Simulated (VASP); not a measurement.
# Sn3Se (Pm-3m) in VASP: further runs

Runs on Sn3Se. Level: PBE. Tasks: single point.

All numbers are computed with VASP 6.6.1; they aren't measurements. Logs are shortened: lines on timing, memory, paths and dates and some standing lists are left out, and cuts for length are marked.

## Step 1: The cell of the first run

The structure is cubic, space group Pm-3m (No. 221). Conventional cell: a = 4.612 Å, b = 4.612 Å, c = 4.612 Å, α = 90.00°, β = 90.00°, γ = 90.00°. Within 4.3 Å of Sn (site symmetry 4/mmm) lie 8 Sn at 3.26 Å and 4 Se at 3.26 Å. Within 4.3 Å of Se (site symmetry m-3m) lie 12 Sn at 3.26 Å.

## Step 2: Single point, PBE

The input, INCAR:

```
SYSTEM = Sn3Se
PREC = Accurate
ENCUT = 520
EDIFF = 1E-6
ISMEAR = 1
SIGMA = 0.1
LREAL = .FALSE.
LASPH = .TRUE.
NELM = 80
ALGO = Normal
ISIF = 2
LWAVE = .FALSE.
LCHARG = .TRUE.
GGA = PE
LELF = .TRUE.
LVHAR = .TRUE.
NBANDS = 32
```

The input, KPOINTS:

```
Automatic mesh
0
G
  5 5 5
  0 0 0
```

The input, POSCAR:

```
Sn3Se
1.0
    4.6118995033      0.0000000000      0.0000000000
    0.0000000000      4.6118995033      0.0000000000
    0.0000000000      0.0000000000      4.6118995033
Sn Se
3 1
Direct
    0.0000000000      0.5000000000      0.5000000000
    0.5000000000      0.0000000000      0.5000000000
    0.5000000000      0.5000000000      0.0000000000
    0.0000000000      0.0000000000      0.0000000000
```

Potentials or basis: VASP PAW PBE potentials, release 64 (Sn_d, Se).

On the command line:

```bash
$ cat potpaw_PBE.64/Sn_d/POTCAR potpaw_PBE.64/Se/POTCAR > POTCAR
$ mpirun -np 1 vasp_std > vasp.out
```

OUTCAR:

```text
SYSTEM = Sn3Se
   PREC = Accurate
   ENCUT = 520
   EDIFF = 1E-6
   ISMEAR = 1
   LREAL = .FALSE.
   LASPH = .TRUE.
   NELM = 80
   ISIF = 2
   GGA = PE

 ion  position               nearest neighbor table
   1  0.000  0.500  0.500-   2 3.26   3 3.26   4 3.26   3 3.26   4 3.26   2 3.26   4 3.26   4 3.26
                             2 3.26   3 3.26   3 3.26   2 3.26
   2  0.500  0.000  0.500-   1 3.26   3 3.26   4 3.26   3 3.26   4 3.26   1 3.26   3 3.26   3 3.26
                             1 3.26   4 3.26   4 3.26   1 3.26
   3  0.500  0.500  0.000-   1 3.26   2 3.26   4 3.26   1 3.26   2 3.26   2 3.26   4 3.26   2 3.26
                             1 3.26   4 3.26   1 3.26   4 3.26
   4  0.000  0.000  0.000-   1 3.26   2 3.26   3 3.26   1 3.26   2 3.26   1 3.26   3 3.26   1 3.26
                             2 3.26   3 3.26   2 3.26   3 3.26

  LATTYP: Found a simple cubic cell.
 ALAT       =     4.6118995033

  Lattice vectors:

 A1 = (   4.6118995033,   0.0000000000,   0.0000000000)
 A2 = (   0.0000000000,   4.6118995033,   0.0000000000)
 A3 = (   0.0000000000,   0.0000000000,   4.6118995033)

Analysis of symmetry for initial positions (statically):
=====================================================================
 Subroutine PRICEL returns:
 Original cell was already a primitive cell.

 Routine SETGRP: Setting up the symmetry group for a
 simple cubic supercell.

 Subroutine GETGRP returns: Found 48 space group operations
 (whereof 48 operations were pure point group operations)
 out of a pool of 48 trial point group operations.

The static configuration has the point symmetry O_h .

Analysis of symmetry for dynamics (positions and initial velocities):
=====================================================================
 Subroutine PRICEL returns:
 Original cell was already a primitive cell.

 Routine SETGRP: Setting up the symmetry group for a
 simple cubic supercell.

 Subroutine GETGRP returns: Found 48 space group operations
 (whereof 48 operations were pure point group operations)
 out of a pool of 48 trial point group operations.

The dynamic configuration has the point symmetry O_h .

 Subroutine INISYM returns: Found 48 space group operations
 (whereof 48 operations are pure point group operations),
 and found     1 'primitive' translations

----------------------------------------------------------------------------------------

                                     Primitive cell

  volume of cell :      98.0933

  direct lattice vectors                    reciprocal lattice vectors
     4.611899503  0.000000000  0.000000000     0.216830397  0.000000000  0.000000000
     0.000000000  4.611899503  0.000000000     0.000000000  0.216830397  0.000000000
     0.000000000  0.000000000  4.611899503     0.000000000  0.000000000  0.216830397

  length of vectors
     4.611899503  4.611899503  4.611899503     0.216830397  0.216830397  0.216830397

  position of ions in fractional coordinates (direct lattice)
     0.000000000  0.500000000  0.500000000
     0.500000000  0.000000000  0.500000000
     0.500000000  0.500000000  0.000000000
     0.000000000  0.000000000  0.000000000

  ion indices of the primitive-cell ions
   primitive index   ion index
                 1           1
                 2           2
                 3           3
                 4           4

----------------------------------------------------------------------------------------

 KPOINTS: Automatic mesh

Automatic generation of k-mesh.
 Grid dimensions read from file:
 generate k-points for:    5    5    5

 Generating k-lattice:

  Cartesian coordinates                     Fractional coordinates (reciprocal lattice)
     0.043366079  0.000000000  0.000000000     0.200000000  0.000000000  0.000000000
     0.000000000  0.043366079  0.000000000     0.000000000  0.200000000  0.000000000
     0.000000000  0.000000000  0.043366079     0.000000000  0.000000000  0.200000000

  Length of vectors
     0.043366079  0.043366079  0.043366079

  Shift w.r.t. Gamma in fractional coordinates (k-lattice)
     0.000000000  0.000000000  0.000000000

 Subroutine IBZKPT returns following result:
 ===========================================

 Found     10 irreducible k-points:

 Following reciprocal coordinates:
            Coordinates               Weight
  0.000000  0.000000  0.000000      1.000000
  0.200000  0.000000  0.000000      6.000000
  0.400000  0.000000  0.000000      6.000000
  0.200000  0.200000  0.000000     12.000000
  0.400000  0.200000  0.000000     24.000000
  0.400000  0.400000  0.000000     12.000000
  0.200000  0.200000  0.200000      8.000000
  0.400000  0.200000  0.200000     24.000000
  0.400000  0.400000  0.200000     24.000000
  0.400000  0.400000  0.400000      8.000000
   k-points           NKPTS =     10   k-points in BZ     NKDIM =     10   number of bands    NBANDS=     32
   number of dos      NEDOS =    301   number of ions     NIONS =      4
   total plane-waves  NPLWV =  46656
   dimension x,y,z NGX =    36 NGY =   36 NGZ =   36
   dimension x,y,z NGXF=    72 NGYF=   72 NGZF=   72
   ions per type =               3   1
   NGX,Y,Z   is equivalent  to a cutoff of  12.98, 12.98, 12.98 a.u.
   NGXF,Y,Z  is equivalent  to a cutoff of  25.95, 25.95, 25.95 a.u.
 SYSTEM =  Sn3Se
   PREC   = accura    normal or accurate (medium, high low for compatibility)
   ISTART =      0    job   : 0-new  1-cont  2-samecut
   ICHARG =      2    charge: 1-file 2-atom 10-const
   ISPIN  =      1    spin polarized calculation?
   LNONCOLLINEAR =      F non collinear calculations
   LSORBIT =      F    spin-orbit coupling
   LASPH  =      T    aspherical Exc in radial PAW
   ENCUT  =  520.0 eV  38.22 Ry    6.18 a.u.   8.58  8.58  8.58*2*pi/ulx,y,z
   NELM   =     80;   NELMIN=  2; NELMDL= -5     # of ELM steps
   EDIFF  = 0.1E-05   stopping-criterion for ELM
   LREAL  =      F    real-space projection
   EDIFFG = 0.1E-04   stopping-criterion for IOM
   NSW    =      0    number of steps for IOM
   IBRION =     -1    ionic relax: 0-MD 1-quasi-New 2-CG
   NFREE  =      0    steps in history (QN), initial steepest desc. (CG)
   ISIF   =      2    stress and relaxation
   ISYM   =      2    0-nonsym 1-usesym 2-fastsym
   POTIM  = 0.5000    time-step for ionic-motion
   TEBEG  =    0.0;   TEEND  =   0.0 temperature during run
   PSTRESS=    0.0 pullay stress
   NELECT =      48.0000    total number of electrons
   NUPDOWN=      -1.0000    fix difference up-down
   EMIN   =  10.00;   EMAX   =-10.00  energy-range for DOS
   EFERMI =   0.00;   METHOD = LEGACY
   ISMEAR =     1;   SIGMA  =   0.10  broadening in eV -4-tet -1-fermi 0-gaus
   EFERMI_NEDOS =   21; number of points for ismear=-14 and -15
   IALGO  =     38    algorithm
   IMIX   =      4    mixing-type and parameters
     AMIX     =   0.40;   BMIX     =  1.00
     AMIX_MAG =   1.60;   BMIX_MAG =  1.00
  volume/ion in A,a.u.               =      24.52       165.49
  Fermi-wavevector in a.u.,A,eV,Ry     =   1.290057  2.437853 22.643439  1.664246
  Thomas-Fermi vector in A             =   2.421911
   LORBIT       =      0    0 simple, 1 ext, 2 COOP (PROOUT), +10 PAW based schemes
   GGA     = PE    functional components
   LHFCALC =     F    Hartree Fock is set to
   AEXX    =    0.0000 exact exchange contribution
   IVDW    =     0    specifies the selected vdW correction
   LEPSILON=     F    determine dielectric tensor
   LRPA    =     F    only Hartree local field effects (RPA)
 non-spin polarized calculation
 Methfessel and Paxton  Order N= 1 SIGMA  =   0.10
  energy-cutoff  :      520.00
  volume of cell :       98.09
 maximum number of plane-waves:      2664
 NGX is ok and might be reduce to    36
   NGX = 17   NGY = 17   NGZ = 17

 number of electron      48.0000009 magnetization

 Free energy of the ion-electron system (eV)
  ---------------------------------------------------
  ext. energy  EPLUGINS =         0.00000000
  ---------------------------------------------------
  free energy    TOTEN  =       -14.67433720 eV

  energy without entropy =      -14.67363748  energy(sigma->0) =      -14.67410396

 E-fermi :   8.2178     XC(G=0): -10.5612

 val. band max:        8.2106828746   @ k =   0.0000   0.0000   0.0000
 cond. band min:       8.3365782297   @ k =   0.4000   0.2000   0.0000
 fundamental gap:      0.1258953552
 Fermi energy:         8.2178161041

 k-point     1 :       0.0000    0.0000    0.0000
  band No.  band energies     occupation
      1     -13.6195      2.00000
      2     -13.6195      2.00000
      3     -13.6195      2.00000
      4     -13.5792      2.00000
      5     -13.5792      2.00000
      6     -13.5616      2.00000
[... 24 lines left out ...]
     31      13.8935      0.00000
     32      13.9574      0.00000

 k-point     2 :       0.2000    0.0000    0.0000
  band No.  band energies     occupation
      1     -13.6144      2.00000
      2     -13.5939      2.00000
      3     -13.5939      2.00000
      4     -13.5773      2.00000
      5     -13.5641      2.00000
      6     -13.5437      2.00000
[... 24 lines left out ...]
     31      14.1736      0.00000
     32      14.2311      0.00000

 k-point     3 :       0.4000    0.0000    0.0000
  band No.  band energies     occupation
      1     -13.6053      2.00000
      2     -13.5744      2.00000
      3     -13.5354      2.00000
      4     -13.5354      2.00000
      5     -13.5299      2.00000
      6     -13.5029      2.00000
[... 24 lines left out ...]
     31      12.8040      0.00000
     32      14.7797      0.00000

 k-point     4 :       0.2000    0.2000    0.0000
  band No.  band energies     occupation
      1     -13.5963      2.00000
      2     -13.5896      2.00000
      3     -13.5814      2.00000
      4     -13.5690      2.00000
      5     -13.5456      2.00000
      6     -13.5255      2.00000
[... 164 lines left out ...]
     31      13.4942      0.00000
     32      15.3330      0.00000

 k-point     9 :       0.4000    0.4000    0.2000
  band No.  band energies     occupation
      1     -13.5711      2.00000
      2     -13.5673      2.00000
      3     -13.5659      2.00000
      4     -13.5353      2.00000
      5     -13.5310      2.00000
      6     -13.4980      2.00000
[... 24 lines left out ...]
     31      14.5340      0.00000
     32      15.7745      0.00000

 k-point    10 :       0.4000    0.4000    0.4000
  band No.  band energies     occupation
      1     -13.5871      2.00000
      2     -13.5731      2.00000
      3     -13.5731      2.00000
      4     -13.5550      2.00000
      5     -13.5394      2.00000
      6     -13.5194      2.00000
[... 24 lines left out ...]
     31      14.5033      0.00000
     32      16.1702      0.00000

------------------------ aborting loop because EDIFF is reached ----------------------------------------

  FORCE on cell =-STRESS in cart. coord.  units (eV):
  Direction    XX          YY          ZZ          XY          YZ          ZX
  --------------------------------------------------------------------------------------
  -------------------------------------------------------------------------------------
  Total        3.4423924      3.4423924      3.4423924      0.0000000      0.0000000      0.0000000
  in kB       56.2252572     56.2252572     56.2252572      0.0000000      0.0000000      0.0000000
  external PRESSURE =      56.2252572 kB  Pullay stress =       0.0000000 kB

 VOLUME and BASIS-vectors are now :
 -----------------------------------------------------------------------------
  energy-cutoff  :      520.00
  volume of cell :       98.09
      direct lattice vectors                 reciprocal lattice vectors
     4.611899503  0.000000000  0.000000000     0.216830397  0.000000000  0.000000000
     0.000000000  4.611899503  0.000000000     0.000000000  0.216830397  0.000000000
     0.000000000  0.000000000  4.611899503     0.000000000  0.000000000  0.216830397

 POSITION                                       TOTAL-FORCE (eV/Angst)
 -----------------------------------------------------------------------------------
      0.00000      2.30595      2.30595         0.000000      0.000000      0.000000
      2.30595      0.00000      2.30595         0.000000      0.000000      0.000000
      2.30595      2.30595      0.00000         0.000000      0.000000      0.000000
      0.00000      0.00000      0.00000         0.000000      0.000000      0.000000
 -----------------------------------------------------------------------------------
    total drift:                                0.000000      0.000000      0.000000

  FREE ENERGIE OF THE ION-ELECTRON SYSTEM (eV)
  ---------------------------------------------------
  free  energy   TOTEN  =       -14.6743372030 eV

  energy  without entropy=      -14.6736374754  energy(sigma->0) =      -14.67410396
```

Wall time 33 s (1 thread of Intel Xeon 8259CL, shared host); peak memory 0.21 GiB.

Results:

* Free energy: -14.6743 eV
* Pressure: 5.6 GPa
* Band gap on the k mesh: zero (band 24 reaches 9.48 eV, above the bottom of band 25 at 7.77 eV)

Levels at points of the mesh, in eV from the Fermi level:
| k point | band 20 | band 21 | band 22 | band 23 | band 24 | band 25 | band 26 | band 27 | band 28 | band 29 |
| --- | --- | --- | --- | --- | --- | --- | --- | --- | --- | --- |
| (0.00, 0.00, 0.00) | -4.69 | -4.69 | -4.69 | -0.01 | -0.01 | -0.01 | 2.45 | 2.45 | 2.45 | 4.35 |

Caveat: spin-orbit coupling is left out, which moves the levels of the heavy elements.

(Part 1 of 2 ends here.)
